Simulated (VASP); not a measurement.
# Al3Cu (Pm-3m) in VASP: single point with PBEsol

Aim: the single point of Al3Cu with PBEsol.

All numbers are computed with VASP 6.6.1; they aren't measurements. Logs are shortened: lines on timing, memory, paths and dates and some standing lists are left out, and cuts for length are marked.

**1. The cell of the first run**

It takes space group Pm-3m (No. 221, cubic). The conventional cell has a = 3.924 Å, b = 3.924 Å, c = 3.924 Å, α = 90.00°, β = 90.00°, γ = 90.00°. Al (site symmetry 4/mmm) has 8 Al at 2.77 Å and 4 Cu at 2.77 Å within 3.7 Å. Cu (site symmetry m-3m) has 12 Al at 2.77 Å within 3.7 Å.

**2. Single point, PBEsol, collinear spin, zero start**

The input, INCAR:

```
ALGO = Normal
EDIFF = 1E-6
ENCUT = 600
GGA = PS
GGA_COMPAT = F
ISIF = 2
ISMEAR = -1
ISPIN = 2
LASPH = T
LCHARG = F
LMAXMIX = 4
LORBIT = 11
LREAL = F
LWAVE = F
MAGMOM = 0 0 0 0
NBANDS = 22
NELM = 200
PREC = Accurate
SIGMA = 0.05
```

The input, KPOINTS:

```
k-points
0
Gamma
  7 7 7
```

The input, POSCAR:

```
Al3Cu
1.0
    3.9241510000      0.0000000000      0.0000000000
    0.0000000000      3.9241510000      0.0000000000
    0.0000000000      0.0000000000      3.9241510000
Al Cu
3 1
Direct
    0.0000000000      0.5000000000      0.5000000000
    0.5000000000      0.0000000000      0.5000000000
    0.5000000000      0.5000000000      0.0000000000
    0.0000000000      0.0000000000      0.0000000000
```

Potentials or basis: VASP PAW PBE potentials, release 64 (Al, Cu).

Command:

```bash
> cat potpaw_PBE.64/Al/POTCAR potpaw_PBE.64/Cu/POTCAR > POTCAR
> mpirun -np 1 vasp_std > vasp.out
```

OUTCAR:

```text
EDIFF = 1E-6
   ENCUT = 600
   GGA = PS
   ISIF = 2
   ISMEAR = -1
   ISPIN = 2
   LASPH = T
   LORBIT = 11
   LREAL = F
   NELM = 200
   PREC = Accurate

 ion  position               nearest neighbor table
   1  0.000  0.500  0.500-   2 2.77   3 2.77   4 2.77   3 2.77   4 2.77   2 2.77   4 2.77   4 2.77
                             2 2.77   3 2.77   3 2.77   2 2.77
   2  0.500  0.000  0.500-   1 2.77   3 2.77   4 2.77   3 2.77   4 2.77   1 2.77   3 2.77   3 2.77
                             1 2.77   4 2.77   4 2.77   1 2.77
   3  0.500  0.500  0.000-   1 2.77   2 2.77   4 2.77   1 2.77   2 2.77   2 2.77   4 2.77   2 2.77
                             1 2.77   4 2.77   1 2.77   4 2.77
   4  0.000  0.000  0.000-   1 2.77   2 2.77   3 2.77   1 2.77   2 2.77   1 2.77   3 2.77   1 2.77
                             2 2.77   3 2.77   2 2.77   3 2.77

  LATTYP: Found a simple cubic cell.
 ALAT       =     3.9241510000

  Lattice vectors:

 A1 = (   3.9241510000,   0.0000000000,   0.0000000000)
 A2 = (   0.0000000000,   3.9241510000,   0.0000000000)
 A3 = (   0.0000000000,   0.0000000000,   3.9241510000)

Analysis of symmetry for initial positions (statically):
=====================================================================
 Subroutine PRICEL returns:
 Original cell was already a primitive cell.

 Routine SETGRP: Setting up the symmetry group for a
 simple cubic supercell.

 Subroutine GETGRP returns: Found 48 space group operations
 (whereof 48 operations were pure point group operations)
 out of a pool of 48 trial point group operations.

The static configuration has the point symmetry O_h .

Analysis of symmetry for dynamics (positions and initial velocities):
=====================================================================
 Subroutine PRICEL returns:
 Original cell was already a primitive cell.

 Routine SETGRP: Setting up the symmetry group for a
 simple cubic supercell.

 Subroutine GETGRP returns: Found 48 space group operations
 (whereof 48 operations were pure point group operations)
 out of a pool of 48 trial point group operations.

The dynamic configuration has the point symmetry O_h .

Analysis of structural, dynamic, and magnetic symmetry:
=====================================================================
 Subroutine PRICEL returns:
[... 131 lines left out ...]
  Thomas-Fermi vector in A             =   2.269116
   LORBIT       =     11    0 simple, 1 ext, 2 COOP (PROOUT), +10 PAW based schemes
   GGA     = PS    functional components
   LHFCALC =     F    Hartree Fock is set to
   AEXX    =    0.0000 exact exchange contribution
   IVDW    =     0    specifies the selected vdW correction
   LEPSILON=     F    determine dielectric tensor
   LRPA    =     F    only Hartree local field effects (RPA)
 spin polarized calculation
  energy-cutoff  :      600.00
  volume of cell :       60.43
 maximum number of plane-waves:      2034
 NGX is ok and might be reduce to    32
   NGX = 15   NGY = 15   NGZ = 15

 number of electron      20.0000005 magnetization       0.0000026

 number of electron      20.0000005 magnetization      -0.0000018

 Free energy of the ion-electron system (eV)
  ---------------------------------------------------
  ext. energy  EPLUGINS =         0.00000000
  ---------------------------------------------------
  free energy    TOTEN  =       -16.71816151 eV

  energy without entropy =      -16.70949337  energy(sigma->0) =      -16.71382744

 E-fermi :   8.0677     XC(G=0): -10.8308

 val. band max:        8.0269239815   @ k =   0.1429   0.0000   0.0000
 cond. band min:       8.1368111594   @ k =   0.2857   0.2857   0.2857
 fundamental gap:      0.1098871779
 Fermi energy:         8.0676657855

 spin component 1

 k-point     1 :       0.0000    0.0000    0.0000
  band No.  band energies     occupation
      1      -2.9602      1.00000
      2       3.8818      1.00000
      3       3.8818      1.00000
      4       4.5922      1.00000
      5       4.5922      1.00000
      6       4.5922      1.00000
[... 489 lines left out ...]
     21      20.8188      0.00000
     22      22.0048      0.00000
 Fermi energy:         8.0676657855

 spin component 2

 k-point     1 :       0.0000    0.0000    0.0000
  band No.  band energies     occupation
      1      -2.9602      1.00000
      2       3.8818      1.00000
      3       3.8818      1.00000
      4       4.5922      1.00000
      5       4.5922      1.00000
      6       4.5922      1.00000
[... 489 lines left out ...]
     21      20.8188      0.00000
     22      22.0048      0.00000

------------------------ aborting loop because EDIFF is reached ----------------------------------------

  FORCE on cell =-STRESS in cart. coord.  units (eV):
  Direction    XX          YY          ZZ          XY          YZ          ZX
  --------------------------------------------------------------------------------------
  -------------------------------------------------------------------------------------
  Total       -0.8722264     -0.8722264     -0.8722264     -0.0000000     -0.0000000     -0.0000000
  in kB      -23.1261161    -23.1261161    -23.1261161     -0.0000000     -0.0000000     -0.0000000
  external PRESSURE =     -23.1261161 kB  Pullay stress =       0.0000000 kB

 VOLUME and BASIS-vectors are now :
 -----------------------------------------------------------------------------
  energy-cutoff  :      600.00
  volume of cell :       60.43
      direct lattice vectors                 reciprocal lattice vectors
     3.924151000  0.000000000  0.000000000     0.254832192  0.000000000  0.000000000
     0.000000000  3.924151000  0.000000000     0.000000000  0.254832192  0.000000000
     0.000000000  0.000000000  3.924151000     0.000000000  0.000000000  0.254832192

 POSITION                                       TOTAL-FORCE (eV/Angst)
 -----------------------------------------------------------------------------------
      0.00000      1.96208      1.96208         0.000000      0.000000      0.000000
      1.96208      0.00000      1.96208         0.000000      0.000000      0.000000
      1.96208      1.96208      0.00000         0.000000      0.000000      0.000000
      0.00000      0.00000      0.00000         0.000000      0.000000      0.000000
 -----------------------------------------------------------------------------------
    total drift:                                0.000000      0.000000      0.000000

  FREE ENERGIE OF THE ION-ELECTRON SYSTEM (eV)
  ---------------------------------------------------
  free  energy   TOTEN  =       -16.7181615063 eV

  energy  without entropy=      -16.7094933698  energy(sigma->0) =      -16.71382744

 total charge

# of ion       s       p       d       tot
------------------------------------------
    1        0.416   0.359   0.000   0.775
    2        0.416   0.359   0.000   0.775
    3        0.416   0.359   0.000   0.775
    4        0.464   0.370   9.136   9.970
--------------------------------------------------
tot          1.711   1.448   9.136  12.295

 magnetization (x)

# of ion       s       p       d       tot
------------------------------------------
    1        0.000  -0.000   0.000   0.000
    2        0.000  -0.000   0.000   0.000
    3        0.000  -0.000   0.000   0.000
    4       -0.000   0.000   0.000  -0.000
--------------------------------------------------
tot          0.000  -0.000   0.000   0.000
```

stdout:

```text
POSCAR found type information on POSCAR AlCu
 POSCAR found :  2 types and       4 ions
 scaLAPACK will be used
 -----------------------------------------------------------------------------
|                                                                             |
|                                                                             |
|     You enforced a specific xc type in the INCAR file but a different       |
|     I HOPE YOU KNOW WHAT YOU ARE DOING!                                     |
|                                                                             |
 -----------------------------------------------------------------------------

 LDA part: xc-table for (Slater+PW92), standard interpolation
 POSCAR, INCAR and KPOINTS ok, starting setup
 FFT: planning ... GRIDC
 FFT: planning ... GRID_SOFT
 FFT: planning ... GRID
 WAVECAR not read
 entering main loop
```

It took 49 s on 1 thread of AMD EPYC 7R13 (Zen 3), shared host; peak memory 0.19 GiB.

Results:

- Free energy: -16.7182 eV
- Pressure: -2.3 GPa
- Band gap on the k mesh: zero (filled and empty bands overlap)
- Net moment: 0.00 μB per cell
- Valence electrons inside the program's atomic spheres: Al 0.78; Cu 9.97

Caveat: the PAW data sets were made with another functional, which shifts forces and pressure a little.
